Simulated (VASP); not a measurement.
Wanted: the native input for a VASP 6.6.1 run.

```yaml
Task: single point
Functional: PBE
Potentials_or_basis: VASP PAW PBE potentials, release 64 (Si, Ni)
Cutoff: 520 eV
k_mesh: 14 × 14 × 14
Occupations: gaussian, width 0.15 eV
Spin: no spin polarisation
Dipole_correction: no
Further_INCAR_settings: ALGO = Fast; EDIFF = 1e-06; NBANDS = 25
```

The structure of SiNi3 lies in POSCAR:

```
SiNi3
1.0
    3.5062596291      0.0000000000      0.0000000000
    0.0000000000      3.5062596291      0.0000000000
    0.0000000000      0.0000000000      3.5062596291
Si Ni
1 3
Direct
    0.0000000000      0.0000000000      0.0000000000
    0.0000000000      0.5178252630      0.5000000000
    0.5000000000      0.0178252630      0.5000000000
    0.5000000000      0.5178252630      0.0000000000
```

This cell differs from its parent crystal: all Ni atoms moved +0.062 Å, as atom 2 along Cartesian [0 1 0].

One way to write it, as run:

INCAR

```
SYSTEM = SiNi3
PREC = Accurate
ENCUT = 520
EDIFF = 1E-6
ISMEAR = 0
SIGMA = 0.15
LREAL = .FALSE.
LASPH = .TRUE.
NELM = 60
ALGO = Fast
ISIF = 2
LWAVE = .FALSE.
LCHARG = .FALSE.
GGA = PE
NBANDS = 25
```

KPOINTS

```
regular mesh
0
G
  14 14 14
  0 0 0
```

Potentials or basis: VASP PAW PBE potentials, release 64 (Si, Ni).

Launch:

```sh
$ cat potpaw_PBE.64/Si/POTCAR potpaw_PBE.64/Ni/POTCAR > POTCAR
$ mpirun -np 1 vasp_std > vasp.out
```

It gave:

* Pressure: 0.2 GPa
* Largest force: 0.326 eV/Å
* Band gap on the k mesh: zero (bands 17 and 18 overlap by 0.24 eV)

Caveat: the cell differs from its parent crystal (all Ni atoms moved +0.062 Å, as atom 2 along Cartesian [0 1 0]).

Wall time 2.3 min on 1 thread of Intel(R) Xeon(R) 6975P-C (Granite Rapids), on a shared host, peak memory 0.35 GiB.
